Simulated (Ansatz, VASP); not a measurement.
**SnPb3S4 in VASP and in Ansatz**

```xyz
8
Lattice="4.2551 2.4567 3.4534 -4.2551 2.4567 3.4534 0.0000 -4.9133 3.4534" Properties=species:S:1:pos:R:3 pbc="T T T"
Sn    0.0000    0.0000   10.1934
Pb    0.0000   -2.4424    6.8678
Pb    2.1152    1.2212    6.8678
Pb   -2.1152    1.2212    6.8678
S     0.0000    2.2707    8.7235
S    -1.9664   -1.1353    8.7235
S     1.9664   -1.1353    8.7235
S     0.0000    0.0000    5.2023
```

Change from the starting cell: the structure that the rattled cell fell into.

Alike in both runs: task single point; functional PBE; k mesh 3 × 3 × 3; occupations gaussian, width 0.1 eV; no spin polarisation.

```csv
,VASP,Ansatz
version,VASP 6.6.1,Ansatz 0.2.0
potentials or method,"VASP PAW PBE potentials, release 64 (Sn_d, Pb_d, S), cutoff 520 eV","scalar-relativistic, plane waves, PAW"
valence electrons in the cell,80,80
```

```tsv
	VASP	Ansatz	Ansatz less VASP
gap on the k mesh at the Fermi level (eV)	1.90	1.90	+0.006
least direct gap on the mesh (eV)	1.90	1.90	+0.006
pressure (GPa)	-0.6	-0.5	+0.06
traceless stress, the component that is largest in VASP (GPa)	0.06	0.06	-0.001
rms of the force components (eV/Å)	0.068	0.067	-0.0012
```

Atom by atom the forces differ by 0.002 eV/Å (rms over components).

Spin-orbit coupling is off throughout.
